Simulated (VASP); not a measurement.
# NbP (I4_1md) in VASP: a series of runs, part 3 of 3

VASP 6.6.1. Earlier steps stand in the parts before.

### 6 Single point, PBE

File INCAR:

```
SYSTEM = NbP
PREC     = Accurate       ! precision mode
ENCUT    = 520            ! plane-wave cutoff, eV
EDIFF    = 1E-6           ! SCF threshold, eV
ISMEAR   = 0              ! smearing method
SIGMA    = 0.05           ! smearing width, eV
LREAL    = .FALSE.        ! projectors in reciprocal space
LASPH    = .TRUE.         ! aspherical terms in the spheres
NELM     = 60             ! most SCF steps
ALGO     = Normal         ! electronic algorithm
ISIF     = 2              ! what is computed and relaxed
LWAVE    = .FALSE.        ! write WAVECAR
LCHARG   = .FALSE.        ! write CHGCAR
GGA      = PE             ! functional
NBANDS   = 26             ! bands
```

File KPOINTS:

```
Automatic mesh
0
G
  11 11 11
  0 0 0
```

File POSCAR:

```
NbP
1.0
    6.2096358700      0.0000000000      0.0000000000
    4.4025296481      4.3791906028      0.0000000000
   -5.3060827590     -2.1895953014      2.3686991807
Nb P
2 2
Direct
    0.2498808000      0.7498808000      0.5000000000
    0.4998808000      0.4998808000      0.0000000000
    0.8327477700      0.3327477700      0.5000000000
    0.0827477700      0.0827477700      0.0000000000
```

Potentials or basis: VASP PAW PBE potentials, release 64 (Nb_sv, P).

Started as:

```
> cat potpaw_PBE.64/Nb_sv/POTCAR potpaw_PBE.64/P/POTCAR > POTCAR
> mpirun -np 1 vasp_std > vasp.out
```

OUTCAR:

```text
SYSTEM = NbP
   PREC = Accurate
   ENCUT = 520
   EDIFF = 1E-6
   ISMEAR = 0
   LREAL = .FALSE.
   LASPH = .TRUE.
   NELM = 60
   ISIF = 2
   GGA = PE

 ion  position               nearest neighbor table
   1  0.250  0.750  0.500-   4 2.55   4 2.55   3 2.55   3 2.55   3 2.55   3 2.55
   2  0.500  0.500  0.000-   3 2.55   3 2.55   4 2.55   4 2.55   4 2.55   4 2.55
   3  0.833  0.333  0.500-   2 2.55   2 2.55   1 2.55   1 2.55   1 2.55   1 2.55
   4  0.083  0.083  0.000-   1 2.55   1 2.55   2 2.55   2 2.55   2 2.55   2 2.55

  LATTYP: Found a body centered tetragonal cell.
 ALAT       =     3.3498465065
 C/A-ratio  =     3.4270872777

  Lattice vectors:

 A1 = (   6.2096358700,   0.0000000000,   0.0000000000)
 A2 = (   4.4025296481,   4.3791906028,   0.0000000000)
 A3 = (  -5.3060827590,  -2.1895953014,   2.3686991807)

Analysis of symmetry for initial positions (statically):
=====================================================================
 Subroutine PRICEL returns:
 Original cell was already a primitive cell.

 Routine SETGRP: Setting up the symmetry group for a
 body centered tetragonal supercell.

 Subroutine GETGRP returns: Found  8 space group operations
 (whereof  4 operations were pure point group operations)
 out of a pool of 16 trial point group operations.

The static configuration has the point symmetry C_2v.
 The point group associated with its full space group is C_4v.

Analysis of symmetry for dynamics (positions and initial velocities):
=====================================================================
 Subroutine PRICEL returns:
 Original cell was already a primitive cell.

 Routine SETGRP: Setting up the symmetry group for a
 body centered tetragonal supercell.

 Subroutine GETGRP returns: Found  8 space group operations
 (whereof  4 operations were pure point group operations)
 out of a pool of 16 trial point group operations.

[... 122 lines left out ...]
   IALGO  =     38    algorithm
   IMIX   =      4    mixing-type and parameters
     AMIX     =   0.40;   BMIX     =  1.00
     AMIX_MAG =   1.60;   BMIX_MAG =  1.00
  volume/ion in A,a.u.               =      16.10       108.67
  Fermi-wavevector in a.u.,A,eV,Ry     =   1.348504  2.548304 24.741706  1.818464
  Thomas-Fermi vector in A             =   2.476168
   LORBIT       =      0    0 simple, 1 ext, 2 COOP (PROOUT), +10 PAW based schemes
   GGA     = PE    functional components
   LHFCALC =     F    Hartree Fock is set to
   AEXX    =    0.0000 exact exchange contribution
   IVDW    =     0    specifies the selected vdW correction
   LEPSILON=     F    determine dielectric tensor
   LRPA    =     F    only Hartree local field effects (RPA)
 non-spin polarized calculation
 Gauss-broadening in eV      SIGMA  =   0.05
  energy-cutoff  :      520.00
  volume of cell :       64.41
 maximum number of plane-waves:      1751
 NGX is ok and might be reduce to    48
   NGX = 23   NGY = 23   NGZ = 23

 number of electron      35.9999999 magnetization

 Free energy of the ion-electron system (eV)
  ---------------------------------------------------
  ext. energy  EPLUGINS =         0.00000000
  ---------------------------------------------------
  free energy    TOTEN  =       -35.31369988 eV

  energy without entropy =      -35.31282048  energy(sigma->0) =      -35.31326018

 E-fermi :  10.5628     XC(G=0): -11.9883

 val. band max:       10.5499112888   @ k =  -0.1818  -0.4545   0.1818
 cond. band min:      10.5833040144   @ k =  -0.0909  -0.4545   0.0909
 fundamental gap:      0.0333927256
 Fermi energy:        10.5627728021

 k-point     1 :       0.0000    0.0000    0.0000
  band No.  band energies     occupation
      1     -44.3916      2.00000
      2     -44.3548      2.00000
      3     -20.6510      2.00000
      4     -20.4521      2.00000
      5     -20.4521      2.00000
      6     -20.3099      2.00000
[... 685 lines left out ...]
     25      14.7251      0.00000
     26      15.9397      0.00000

 [... further k-points ...]

------------------------ aborting loop because EDIFF is reached ----------------------------------------

  FORCE on cell =-STRESS in cart. coord.  units (eV):
  Direction    XX          YY          ZZ          XY          YZ          ZX
  --------------------------------------------------------------------------------------
  -------------------------------------------------------------------------------------
  Total       -0.6698256     -0.5604496     -0.5380019     -0.0543981      0.0000000     -0.0000000
  in kB      -16.6610519    -13.9404657    -13.3821062     -1.3530818      0.0000000     -0.0000000
  external PRESSURE =     -14.6612079 kB  Pullay stress =       0.0000000 kB

 VOLUME and BASIS-vectors are now :
 -----------------------------------------------------------------------------
  energy-cutoff  :      520.00
  volume of cell :       64.41
      direct lattice vectors                 reciprocal lattice vectors
     6.209635870  0.000000000  0.000000000     0.161040039 -0.161898307  0.211086323
     4.402529648  4.379190603  0.000000000     0.000000000  0.228352700  0.211086323
    -5.306082759 -2.189595301  2.368699181     0.000000000  0.000000000  0.422172646

 POSITION                                       TOTAL-FORCE (eV/Angst)
 -----------------------------------------------------------------------------------
      2.20000      2.18907      1.18435         0.016512      0.006814      0.000000
      5.30482      2.18907      0.00000         0.016512      0.006814      0.000000
      3.98295      0.36237      1.18435        -0.016512     -0.006814      0.000000
      0.87813      0.36237      0.00000        -0.016512     -0.006814      0.000000
 -----------------------------------------------------------------------------------
    total drift:                                0.000184      0.000076     -0.000000

  FREE ENERGIE OF THE ION-ELECTRON SYSTEM (eV)
  ---------------------------------------------------
  free  energy   TOTEN  =       -35.3136998822 eV

  energy  without entropy=      -35.3128204783  energy(sigma->0) =      -35.31326018
```

stdout:

```text
POSCAR found type information on POSCAR NbP
 POSCAR found :  2 types and       4 ions
 scaLAPACK will be used
 LDA part: xc-table for (Slater+PW92), standard interpolation
 POSCAR, INCAR and KPOINTS ok, starting setup
 FFT: planning ... GRIDC
 FFT: planning ... GRID_SOFT
 FFT: planning ... GRID
 WAVECAR not read
 entering main loop
```

Run time: 6.3 min. Hardware: 1 thread of AMD EPYC 9R14 (Zen 4), shared host; peak memory 0.4 GiB.

What came out:

- Free energy: -35.3137 eV
- Pressure: -1.5 GPa
- Largest force: 0.018 eV/Å
- Band gap on the k mesh: zero (filled and empty bands touch)

Forces on the atoms (eV/Å):
```
Nb   0.017  0.007  0.000
Nb   0.017  0.007  0.000
P   -0.017 -0.007  0.000
P   -0.017 -0.007  0.000
```

Levels at points of the mesh, in eV from the Fermi level:
```
           k point  band 15  band 16  band 17  band 18  band 19  band 20  band 21  band 22
(0.00, 0.00, 0.00)    -2.13    -1.71    -1.36    -1.36     0.83     1.59     2.64     3.13
```

### 7 Summary

| level | potentials or basis | cell | smearing | gap on the mesh (eV) | pressure (GPa) | largest force (eV/Å) |
| --- | --- | --- | --- | --- | --- | --- |
| LDA | VASP PAW LDA potentials, release 64 (Nb_sv, P) | a = 6.210 Å, angles 148.7, 148.7, 44.8°, 4 atoms | fermi-dirac 0.05 eV | none | -9.5 | 0.02 |
| PBEsol | VASP PAW PBE potentials, release 64 (Nb_sv, P) | a = 6.210 Å, angles 148.7, 148.7, 44.8°, 4 atoms | fermi-dirac 0.05 eV | none | -6.6 | 0.02 |
| RPBE+D3(BJ) | VASP PAW PBE potentials, release 64 (Nb_sv, P) | a = 5.689 Å, angles 147.2, 147.2, 47.0°, 4 atoms | fermi-dirac 0.1 eV | none | -1.0 | 0.01 |
| PBE | VASP PAW PBE potentials, release 64 (Nb_sv, P) | a = 6.210 Å, angles 148.7, 148.7, 44.8°, 4 atoms | gaussian 0.05 eV | none | -1.5 | 0.02 |

Alike in all rows: task single point; no spin polarisation; k mesh 11 × 11 × 11; cutoff (eV) 520.

Caveats: the PAW data sets were made with another functional, which shifts forces and pressure a little (some runs); pairwise dispersion overbinds metals, which lowers pressure and volume (some runs).

Total energies depend on the potentials used, so only differences within one code and one set of settings carry meaning.
